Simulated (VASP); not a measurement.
A run of VASP 6.6.1 is set up as follows.

INCAR

```
SYSTEM = SnTe
PREC = Accurate
ENCUT = 600
EDIFF = 1E-6
ISMEAR = 0
SIGMA = 0.1
LREAL = .FALSE.
LASPH = .TRUE.
NELM = 60
ALGO = Normal
ISIF = 3
LWAVE = .FALSE.
LCHARG = .FALSE.
GGA = PE
IBRION = 2
NSW = 100
EDIFFG = -0.01
```

KPOINTS

```
Automatic mesh
0
G
  16 16 16
  0 0 0
```

Contents of POSCAR:

```
SnTe
1.0
    0.0000000000      3.1858129500      3.1858129500
    3.1858129500      0.0000000000      3.1858129500
    3.1858129500      3.1858129500      0.0000000000
Sn Te
1 1
Direct
    0.0000000000      0.0000000000      0.0000000000
    0.5000000000      0.5000000000      0.5000000000
```

Potentials or basis: VASP PAW PBE potentials, release 64 (Sn_d, Te).

Launch:

```bash
$ cat potpaw_PBE.64/Sn_d/POTCAR potpaw_PBE.64/Te/POTCAR > POTCAR
$ mpirun -np 1 vasp_std > vasp.out
```

Q: What does it give for the relaxed cell?

A: a = 4.532 Å, b = 4.532 Å, c = 4.532 Å, α = 60.00°, β = 60.00°, γ = 60.00°.

Q: Predict the space group after relaxing (to 0.1 Å).

A: Fm-3m (No. 225).

Q: Estimate the relaxed volume.

A: 32.92 Å³/atom.

The path:
```csv
step,energy change (eV),largest force (eV/Å),pressure (GPa),volume (Å³)
1,0.0000,0.0000,0.71,64.67
2,-0.0025,0.0000,-0.12,66.02
3,-0.0026,0.0000,-0.01,65.83
```
